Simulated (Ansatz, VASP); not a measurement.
## TiZn3: VASP beside Ansatz

The input INCAR:

```
SYSTEM = TiZn3
  ALGO = Normal
  EDIFF = 1E-6
  ENCUT = 520
  GGA = CA
  ISIF = 2
  ISMEAR = -1
  LASPH = .TRUE.
  LCHARG = .TRUE.
  LELF = .TRUE.
  LREAL = .FALSE.
  LVHAR = .TRUE.
  LWAVE = .FALSE.
  NBANDS = 32
  NELM = 80
  PREC = Accurate
  SIGMA = 0.05
```

KPOINTS

```
k-points
0
G
  9 9 9
  0 0 0
```

POSCAR

```
TiZn3
1.0
    3.8535560000      0.0000000000      0.0000000000
    0.0000000000      3.8535560000      0.0000000000
    0.0000000000      0.0000000000      3.9322000000
Ti Zn
1 3
Direct
    0.0000000000      0.0000000000      0.0000000000
    0.0000000000      0.5000000000      0.5000000000
    0.5000000000      0.0000000000      0.5000000000
    0.5000000000      0.5000000000      0.0000000000
```

Input for Ansatz:

```yaml
crystal:
  lattice:
    - [3.853556, 0.0, 0.0]
    - [0.0, 3.853556, 0.0]
    - [0.0, 0.0, 3.9322]
  atoms:
    - { symbol: Ti, position: [0.0, 0.0, 0.0] }
    - { symbol: Zn, position: [0.0, 0.5, 0.5] }
    - { symbol: Zn, position: [0.5, 0.0, 0.5] }
    - { symbol: Zn, position: [0.5, 0.5, 0.0] }
kpoints:
  mp_grid: { grid: [9, 9, 9] }
  band_path:
    path:
      - [0.0, 0.0, 0.0]
      - [0.0, 0.5, 0.0]
      - [0.5, 0.5, 0.0]
      - [0.0, 0.0, 0.0]
      - [0.0, 0.0, 0.5]
      - [0.0, 0.5, 0.5]
      - [0.5, 0.5, 0.5]
      - [0.0, 0.0, 0.5]
      - [0.0, 0.5, 0.0]
    npoints: 5
scf:
  occupations: { method: fermi_dirac, width: 0.05 }
hamiltonian:
  xc: lda
  pseudopotentials: { kind: all_electron, lapw: { basis_error: 0.001 } }
output:
  forces: true
  stress: true
  eigenvalues: true
```

Change from the starting cell: equal xx and yy strain of -2 %.

Alike in both runs: task single point; functional LDA; k mesh 9 × 9 × 9; occupations fermi-dirac, width 0.05 eV; no spin polarisation.

```csv
,VASP,Ansatz
version,VASP 6.6.1,Ansatz 0.2.0
potentials or method,"VASP PAW LDA potentials, release 64 (Ti_sv, Zn), cutoff 520 eV","all-electron LAPW, scalar-relativistic"
```

Ansatz gave:

| Property | Result |
| --- | --- |
| pressure (GPa) | -6.4 |
| traceless stress, the component that is largest in VASP (GPa) | -0.32 |

What did VASP give for the same quantities?

Pressure (GPa): -5.9; traceless stress, the component that is largest in VASP (GPa): -0.32.

LDA's correlation is that of Perdew and Zunger in VASP and of Perdew and Wang (1992) in Ansatz. Ansatz ran all-electron here, and VASP with PAW potentials.
